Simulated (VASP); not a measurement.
SiC (rocksalt type): single point with PBE

Crystal: SiC (rocksalt type).

```
Si C
1.0
     0.00000    1.86795    1.86795
     1.86795    0.00000    1.86795
     1.86795    1.86795    0.00000
Si C
1 1
Direct
  0.00000 0.00000 0.00000
  0.50000 0.50000 0.50000
```

This cell differs from its parent crystal: volume scaled by 0.78, to set the pressure.

| Property | Result |
| --- | --- |
| Program | VASP 6.6.1 |
| Task | single point |
| Functional | PBE |
| Potentials or basis | VASP PAW PBE potentials, release 64 (Si, C) |
| Cutoff | 520 eV |
| k mesh | 17 × 17 × 17 |
| Occupations | fermi-dirac, width 0.1 eV |
| Spin | no spin polarisation |

| Item | Value |
| --- | --- |
| Pressure | 104.4 GPa |
| Band gap on the k mesh | 0.91 eV, indirect (least direct gap 6.22 eV) |

Levels at points of the mesh, in eV from the valence-band top:
```
           k point  band 1  band 2  band 3  band 4  band 5  band 6  band 7  band 8
(0.00, 0.00, 0.00)  -21.51    0.00    0.00    0.00    8.98    8.98    8.98   12.29
```

It took 48 s on 1 thread of AMD EPYC 7R13, with other jobs on the host, peak memory 0.1 GiB.

Caveat: the cell differs from its parent crystal (volume scaled by 0.78, to set the pressure). A k mesh can miss the band edges.
